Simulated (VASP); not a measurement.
# AlN in VASP: a series of runs

Runs on AlN. Level: PBE. Tasks: single point.

Program: VASP 6.6.1. These are calculated values, not measurements. Logs are shortened: lines on timing, memory, paths and dates and some standing lists are left out, and cuts for length are marked.

### 1 The cell of the first run

Symmetry: Pna2_1, No. 33, orthorhombic system. The conventional cell has a = 5.739 Å, b = 3.313 Å, c = 4.188 Å, α = 90.00°, β = 90.00°, γ = 90.00°. Within 2.5 Å of Al (site symmetry 1) lie 5 N at 1.91 to 2.19 Å. Within 2.5 Å of N (site symmetry 1) lie 5 Al at 1.91 to 2.19 Å.

### 2 Single point, PBE (mode 4 frozen in at -0.074 Å and mode 5 at -0.062 Å (largest displacements))

The input, INCAR:

```
ALGO     = Normal         # electronic algorithm
EDIFF    = 1E-7           # SCF threshold, eV
ENCUT    = 520            # plane-wave cutoff, eV
GGA      = PE             # functional
ISIF     = 2              # what is computed and relaxed
ISMEAR   = 0              # smearing method
LASPH    = T              # aspherical terms in the spheres
LCHARG   = T              # write CHGCAR
LELF     = T              # ELF
LREAL    = F              # projectors in reciprocal space
LVHAR    = T            
LWAVE    = F              # write WAVECAR
NBANDS   = 26             # bands
NELM     = 60             # most SCF steps
PREC     = Accurate       # precision mode
SIGMA    = 0.05           # smearing width, eV
```

The input, KPOINTS:

```
k-points
0
Gamma
  8 6 4
```

The input, POSCAR:

```
AlN
1.0
   -3.3134793387      0.0000000000      0.0000000000
    0.0000000000      0.0000000000     -4.1875902400
    0.0000000000     -5.7391145645      0.0000000000
Al N
4 4
Direct
    0.5222123009      0.2423139018      0.1666666667
   -0.0222123009      0.2423139018      0.6666666667
    0.0222123009      0.7423139018      0.3333333333
    0.4777876991      0.7423139018      0.8333333333
    0.5214016404      0.7648056511      0.1666666667
   -0.0214016404      0.7648056511      0.6666666667
    0.0214016404      0.2648056511      0.3333333333
    0.4785983596      0.2648056511      0.8333333333
```

Potentials or basis: VASP PAW PBE potentials, release 64 (Al, N).

Launch:

```
$ cat potpaw_PBE.64/Al/POTCAR potpaw_PBE.64/N/POTCAR > POTCAR
$ mpirun -np 1 vasp_std > vasp.out
```

OUTCAR:

```text
EDIFF = 1E-7
   ENCUT = 520
   GGA = PE
   ISIF = 2
   ISMEAR = 0
   LASPH = T
   LREAL = F
   NELM = 60
   PREC = Accurate

 ion  position               nearest neighbor table
   1  0.522  0.242  0.167-   7 1.91   7 1.92   8 1.92   5 2.00   5 2.19   3 2.84   3 2.84   3 2.84
                             3 2.84   4 2.84   4 2.84   2 3.24   2 3.24
   2  0.978  0.242  0.667-   8 1.91   8 1.92   7 1.92   6 2.00   6 2.19   4 2.84   4 2.84   4 2.84
                             4 2.84   3 2.84   3 2.84   1 3.24   1 3.24
   3  0.022  0.742  0.333-   5 1.91   5 1.92   6 1.92   7 2.00   7 2.19   1 2.84   1 2.84   1 2.84
                             1 2.84   2 2.84   2 2.84   4 3.24   4 3.24
   4  0.478  0.742  0.833-   6 1.91   6 1.92   5 1.92   8 2.00   8 2.19   2 2.84   2 2.84   2 2.84
                             2 2.84   1 2.84   1 2.84   3 3.24   3 3.24
   5  0.521  0.765  0.167-   3 1.91   3 1.92   4 1.92   1 2.00   1 2.19
   6  0.979  0.765  0.667-   4 1.91   4 1.92   3 1.92   2 2.00   2 2.19
   7  0.021  0.265  0.333-   1 1.91   1 1.92   2 1.92   3 2.00   3 2.19
   8  0.479  0.265  0.833-   2 1.91   2 1.92   1 1.92   4 2.00   4 2.19

  LATTYP: Found a simple orthorhombic cell.
 ALAT       =     3.3134793387
 B/A-ratio  =     1.2638045426
 C/A-ratio  =     1.7320508076

  Lattice vectors:

 A1 = (  -3.3134793387,   0.0000000000,   0.0000000000)
 A2 = (   0.0000000000,   0.0000000000,  -4.1875902400)
 A3 = (   0.0000000000,  -5.7391145645,   0.0000000000)

Analysis of symmetry for initial positions (statically):
=====================================================================
 Subroutine PRICEL returns:
 Original cell was already a primitive cell.

 Routine SETGRP: Setting up the symmetry group for a
 simple orthorhombic supercell.

 Subroutine GETGRP returns: Found  4 space group operations
 (whereof  1 operations were pure point group operations)
 out of a pool of  8 trial point group operations.

The static configuration has the point symmetry C_1 .
 The point group associated with its full space group is C_2v.

Analysis of symmetry for dynamics (positions and initial velocities):
=====================================================================
 Subroutine PRICEL returns:
 Original cell was already a primitive cell.

 Routine SETGRP: Setting up the symmetry group for a
 simple orthorhombic supercell.

 Subroutine GETGRP returns: Found  4 space group operations
 (whereof  1 operations were pure point group operations)
 out of a pool of  8 trial point group operations.

The dynamic configuration has the point symmetry C_1 .
 The point group associated with its full space group is C_2v.

 Subroutine INISYM returns: Found  4 space group operations
 (whereof  1 operations are pure point group operations),
 and found     1 'primitive' translations

----------------------------------------------------------------------------------------

                                     Primitive cell

  volume of cell :      79.6330

  direct lattice vectors                    reciprocal lattice vectors
    -3.313479339  0.000000000  0.000000000    -0.301797566  0.000000000  0.000000000
     0.000000000  0.000000000 -4.187590240     0.000000000  0.000000000 -0.238800824
     0.000000000 -5.739114565  0.000000000     0.000000000 -0.174242906  0.000000000

  length of vectors
     3.313479339  4.187590240  5.739114565     0.301797566  0.238800824  0.174242906

  position of ions in fractional coordinates (direct lattice)
     0.522212301  0.242313902  0.166666667
     0.977787699  0.242313902  0.666666667
     0.022212301  0.742313902  0.333333333
     0.477787699  0.742313902  0.833333333
     0.521401640  0.764805651  0.166666667
     0.978598360  0.764805651  0.666666667
     0.021401640  0.264805651  0.333333333
     0.478598360  0.264805651  0.833333333

  ion indices of the primitive-cell ions
   primitive index   ion index
                 1           1
                 2           2
                 3           3
                 4           4
                 5           5
                 6           6
                 7           7
                 8           8

----------------------------------------------------------------------------------------

 KPOINTS: k-points

Automatic generation of k-mesh.
 Grid dimensions read from file:
 generate k-points for:    8    6    4

 Generating k-lattice:

  Cartesian coordinates                     Fractional coordinates (reciprocal lattice)
    -0.037724696  0.000000000  0.000000000     0.125000000  0.000000000  0.000000000
     0.000000000  0.000000000 -0.039800137     0.000000000  0.166666667  0.000000000
     0.000000000 -0.043560727  0.000000000     0.000000000  0.000000000  0.250000000

  Length of vectors
     0.037724696  0.039800137  0.043560727

  Shift w.r.t. Gamma in fractional coordinates (k-lattice)
     0.000000000  0.000000000  0.000000000

 Subroutine IBZKPT returns following result:
 ===========================================

 Found     60 irreducible k-points:

 Following reciprocal coordinates:
            Coordinates               Weight
  0.000000  0.000000  0.000000      1.000000
  0.125000  0.000000  0.000000      2.000000
  0.250000  0.000000  0.000000      2.000000
  0.375000  0.000000  0.000000      2.000000
  0.500000  0.000000  0.000000      1.000000
  0.000000  0.166667  0.000000      2.000000
[... 16 lines left out ...]
  0.250000  0.000000  0.250000      4.000000
  0.375000  0.000000  0.250000      4.000000
 [... further k-points ...]
   k-points           NKPTS =     60   k-points in BZ     NKDIM =     60   number of bands    NBANDS=     26
   number of dos      NEDOS =    301   number of ions     NIONS =      8
   total plane-waves  NPLWV =  43008
   dimension x,y,z NGX =    28 NGY =   32 NGZ =   48
   dimension x,y,z NGXF=    56 NGYF=   64 NGZF=   96
   ions per type =               4   4
   NGX,Y,Z   is equivalent  to a cutoff of  14.05, 12.70, 13.90 a.u.
   NGXF,Y,Z  is equivalent  to a cutoff of  28.10, 25.41, 27.81 a.u.
 SYSTEM =  unknown system
   PREC   = accura    normal or accurate (medium, high low for compatibility)
   ISTART =      0    job   : 0-new  1-cont  2-samecut
   ICHARG =      2    charge: 1-file 2-atom 10-const
   ISPIN  =      1    spin polarized calculation?
   LNONCOLLINEAR =      F non collinear calculations
   LSORBIT =      F    spin-orbit coupling
   LASPH  =      T    aspherical Exc in radial PAW
   ENCUT  =  520.0 eV  38.22 Ry    6.18 a.u.   6.16  7.79 10.67*2*pi/ulx,y,z
   NELM   =     60;   NELMIN=  2; NELMDL= -5     # of ELM steps
   EDIFF  = 0.1E-06   stopping-criterion for ELM
   LREAL  =      F    real-space projection
   EDIFFG = 0.1E-05   stopping-criterion for IOM
   NSW    =      0    number of steps for IOM
   IBRION =     -1    ionic relax: 0-MD 1-quasi-New 2-CG
   NFREE  =      0    steps in history (QN), initial steepest desc. (CG)
   ISIF   =      2    stress and relaxation
   ISYM   =      2    0-nonsym 1-usesym 2-fastsym
   POTIM  = 0.5000    time-step for ionic-motion
   TEBEG  =    0.0;   TEEND  =   0.0 temperature during run
   PSTRESS=    0.0 pullay stress
   NELECT =      32.0000    total number of electrons
   NUPDOWN=      -1.0000    fix difference up-down
   EMIN   =  10.00;   EMAX   =-10.00  energy-range for DOS
   EFERMI =   0.00;   METHOD = LEGACY
   ISMEAR =     0;   SIGMA  =   0.05  broadening in eV -4-tet -1-fermi 0-gaus
   EFERMI_NEDOS =   21; number of points for ismear=-14 and -15
   IALGO  =     38    algorithm
   IMIX   =      4    mixing-type and parameters
     AMIX     =   0.40;   BMIX     =  1.00
     AMIX_MAG =   1.60;   BMIX_MAG =  1.00
  volume/ion in A,a.u.               =       9.95        67.17
  Fermi-wavevector in a.u.,A,eV,Ry     =   1.208074  2.282930 19.856940  1.459444
  Thomas-Fermi vector in A             =   2.343693
   LORBIT       =      0    0 simple, 1 ext, 2 COOP (PROOUT), +10 PAW based schemes
   GGA     = PE    functional components
   LHFCALC =     F    Hartree Fock is set to
   AEXX    =    0.0000 exact exchange contribution
   IVDW    =     0    specifies the selected vdW correction
   LEPSILON=     F    determine dielectric tensor
   LRPA    =     F    only Hartree local field effects (RPA)
 non-spin polarized calculation
 Gauss-broadening in eV      SIGMA  =   0.05
  energy-cutoff  :      520.00
  volume of cell :       79.63
 maximum number of plane-waves:      2174
 NGX is ok and might be reduce to    28
   NGX = 13   NGY = 15   NGZ = 21

 number of electron      31.9999994 magnetization

 Free energy of the ion-electron system (eV)
  ---------------------------------------------------
  ext. energy  EPLUGINS =         0.00000000
  ---------------------------------------------------
  free energy    TOTEN  =       -58.56034885 eV

  energy without entropy =      -58.56034885  energy(sigma->0) =      -58.56034885

 E-fermi :   8.0886     XC(G=0): -11.1583

 val. band max:        7.8817384340   @ k =   0.0000   0.0000   0.0000
 cond. band min:      11.1653393281   @ k =   0.0000   0.0000   0.0000
 fundamental gap:      3.2836008941
 Fermi energy:         8.0886315969

 k-point     1 :       0.0000    0.0000    0.0000
  band No.  band energies     occupation
      1      -8.8348      2.00000
      2      -6.9925      2.00000
      3      -5.8352      2.00000
      4      -5.2299      2.00000
      5       1.0970      2.00000
      6       1.4797      2.00000
[... 18 lines left out ...]
     25      17.1912      0.00000
     26      19.2176      0.00000

 k-point     2 :       0.1250    0.0000    0.0000
  band No.  band energies     occupation
      1      -8.7020      2.00000
      2      -6.8863      2.00000
      3      -5.8804      2.00000
      4      -5.2257      2.00000
      5       1.2406      2.00000
      6       1.4587      2.00000
[... 18 lines left out ...]
     25      18.1916      0.00000
[... 608 lines left out ...]
     25      17.9044      0.00000
     26      18.0665      0.00000

 k-point    24 :       0.3750    0.0000    0.2500
  band No.  band energies     occupation
      1      -7.6112      2.00000
      2      -6.7956      2.00000
      3      -5.9243      2.00000
      4      -5.4673      2.00000
      5       1.4358      2.00000
      6       2.0237      2.00000
[... 18 lines left out ...]
     25      17.8314      0.00000
     26      18.1960      0.00000

 [... further k-points ...]

------------------------ aborting loop because EDIFF is reached ----------------------------------------

  FORCE on cell =-STRESS in cart. coord.  units (eV):
  Direction    XX          YY          ZZ          XY          YZ          ZX
  --------------------------------------------------------------------------------------
  -------------------------------------------------------------------------------------
  Total       -0.5416322     -0.4555567      1.4138465      0.0000000      0.0000000      0.0000000
  in kB      -10.8973700     -9.1655750     28.4458887      0.0000000      0.0000000      0.0000000
  external PRESSURE =       2.7943145 kB  Pullay stress =       0.0000000 kB

 VOLUME and BASIS-vectors are now :
 -----------------------------------------------------------------------------
  energy-cutoff  :      520.00
  volume of cell :       79.63
      direct lattice vectors                 reciprocal lattice vectors
    -3.313479339  0.000000000  0.000000000    -0.301797566  0.000000000  0.000000000
     0.000000000  0.000000000 -4.187590240     0.000000000  0.000000000 -0.238800824
     0.000000000 -5.739114565  0.000000000     0.000000000 -0.174242906  0.000000000

 POSITION                                       TOTAL-FORCE (eV/Angst)
 -----------------------------------------------------------------------------------
     -1.73034     -0.95652     -1.01471         0.224897      0.046087     -0.172860
     -3.23988     -3.82608     -1.01471        -0.224897      0.046087     -0.172860
     -0.07360     -1.91304     -3.10851         0.224897     -0.046087     -0.172860
     -1.58314     -4.78260     -3.10851        -0.224897     -0.046087     -0.172860
     -1.72765     -0.95652     -3.20269         0.116217      0.056312      0.172860
     -3.24257     -3.82608     -3.20269        -0.116217      0.056312      0.172860
     -0.07091     -1.91304     -1.10890         0.116217     -0.056312      0.172860
     -1.58583     -4.78260     -1.10890        -0.116217     -0.056312      0.172860
 -----------------------------------------------------------------------------------
    total drift:                               -0.000000     -0.000002     -0.000306

  FREE ENERGIE OF THE ION-ELECTRON SYSTEM (eV)
  ---------------------------------------------------
  free  energy   TOTEN  =       -58.5603488533 eV

  energy  without entropy=      -58.5603488533  energy(sigma->0) =      -58.56034885
```

It took 73 s on 1 thread of Intel Xeon Platinum 8488C (Sapphire Rapids), shared host; peak memory 0.25 GiB.

Results:

```
Free energy            : -58.5603 eV
Pressure               : 0.3 GPa
Largest force          : 0.287 eV/Å
Band gap on the k mesh : 3.28 eV
```

Forces in eV/Å, atoms in the order of the input:
```
Al   0.225  0.046 -0.173
Al  -0.225  0.046 -0.173
Al   0.225 -0.046 -0.173
Al  -0.225 -0.046 -0.173
N    0.116  0.056  0.173
N   -0.116  0.056  0.173
N    0.116 -0.056  0.173
N   -0.116 -0.056  0.173
```

Levels at points of the mesh, in eV from the valence-band top:
```csv
k point,band 12,band 13,band 14,band 15,band 16,band 17,band 18,band 19,band 20,band 21
"(0.00, 0.00, 0.00)",-2.80,-1.54,-1.52,-1.39,0.00,3.28,3.94,4.39,7.00,7.31
"(0.50, 0.00, 0.00)",-3.70,-2.60,-2.60,-2.12,-2.12,5.71,5.71,5.96,5.96,7.95
"(0.00, 0.50, 0.00)",-2.42,-2.37,-2.37,-1.68,-1.68,5.05,5.05,5.64,5.64,8.45
"(0.50, 0.50, 0.00)",-4.35,-1.04,-1.04,-0.95,-0.95,5.92,5.92,6.39,6.39,8.56
"(0.00, 0.00, 0.50)",-3.15,-1.38,-1.38,-1.07,-1.07,4.75,4.75,6.04,6.04,7.75
"(0.50, 0.00, 0.50)",-4.17,-2.83,-2.83,-1.40,-1.40,3.92,3.92,7.02,7.02,7.33
"(0.00, 0.50, 0.50)",-2.83,-1.82,-1.82,-1.82,-1.82,5.38,5.38,5.38,5.38,8.99
"(0.50, 0.50, 0.50)",-3.17,-1.69,-1.69,-1.68,-1.68,5.10,5.10,5.10,5.10,9.21
```

Caveat: the cell differs from its parent crystal (mode 4 frozen in at -0.074 Å and mode 5 at -0.062 Å (largest displacements)).

### 3 Single point, PBE (mode 4 frozen in at -0.074 Å and mode 5 at +0.000 Å (largest displacements))

The input, INCAR:

```
SYSTEM = AlN
PREC = Accurate ; ENCUT = 520
EDIFF = 1E-6 ; ISMEAR = 0
SIGMA = 0.05 ; LREAL = .False.
LASPH = .True. ; NELM = 60
ALGO = Normal ; ISIF = 2
LWAVE = .False. ; LCHARG = .True.
GGA = PE ; LELF = .True.
LVHAR = .True. ; NBANDS = 26
```

The input, KPOINTS:

```
regular mesh
0
Gamma
  8 6 4
  0 0 0
```

The input, POSCAR:

```
AlN
1.0
   -3.3134793387      0.0000000000      0.0000000000
    0.0000000000      0.0000000000     -4.1875902400
    0.0000000000     -5.7391145645      0.0000000000
Al N
4 4
Direct
    0.5222123009      0.2500000000      0.1666666667
   -0.0222123009      0.2500000000      0.6666666667
    0.0222123009      0.7500000000      0.3333333333
    0.4777876991      0.7500000000      0.8333333333
    0.5214016404      0.7500000000      0.1666666667
   -0.0214016404      0.7500000000      0.6666666667
    0.0214016404      0.2500000000      0.3333333333
    0.4785983596      0.2500000000      0.8333333333
```

Potentials or basis: VASP PAW PBE potentials, release 64 (Al, N).

Launch:

```
$ cat potpaw_PBE.64/Al/POTCAR potpaw_PBE.64/N/POTCAR > POTCAR
$ mpirun -np 1 vasp_std > vasp.out
```

It took 68 s on 1 thread of Intel Xeon Platinum 8488C (Sapphire Rapids), shared host; peak memory 0.24 GiB.

It converged, with:

| Property | Result |
| --- | --- |
| Free energy | -58.5890 eV |
| Pressure | -0.5 GPa |
| Largest force | 0.229 eV/Å |
| Band gap on the k mesh | 3.24 eV |

Forces on the atoms (eV/Å):
```
Al   0.224  0.047  0.000
Al  -0.224  0.047  0.000
Al   0.224 -0.047  0.000
Al  -0.224 -0.047  0.000
N    0.114  0.057  0.000
N   -0.114  0.057  0.000
N    0.114 -0.057  0.000
N   -0.114 -0.057  0.000
```

Stress tensor (GPa, compression positive):
```
-0.55  0.00  0.00
 0.00 -0.40  0.00
 0.00  0.00 -0.47
```

Levels at points of the mesh, in eV from the valence-band top:
```csv
k point,band 14,band 15,band 16,band 17,band 18,band 19
"(0.00, 0.00, 0.00)",-1.57,-1.43,0.00,3.24,3.90,4.36
"(0.50, 0.00, 0.00)",-2.65,-2.16,-2.16,5.67,5.67,5.92
"(0.00, 0.50, 0.00)",-2.43,-1.72,-1.72,5.02,5.02,5.63
"(0.50, 0.50, 0.00)",-1.07,-0.98,-0.98,5.87,5.87,6.34
"(0.00, 0.00, 0.50)",-1.43,-1.09,-1.09,4.71,4.71,6.00
"(0.50, 0.00, 0.50)",-2.87,-1.44,-1.44,3.88,3.88,7.06
"(0.00, 0.50, 0.50)",-1.86,-1.86,-1.86,5.34,5.34,5.34
"(0.50, 0.50, 0.50)",-1.72,-1.72,-1.72,5.07,5.07,5.07
```

Caveat: the cell differs from its parent crystal (mode 4 frozen in at -0.074 Å and mode 5 at +0.000 Å (largest displacements)).

(Part 1 of 2 ends here.)
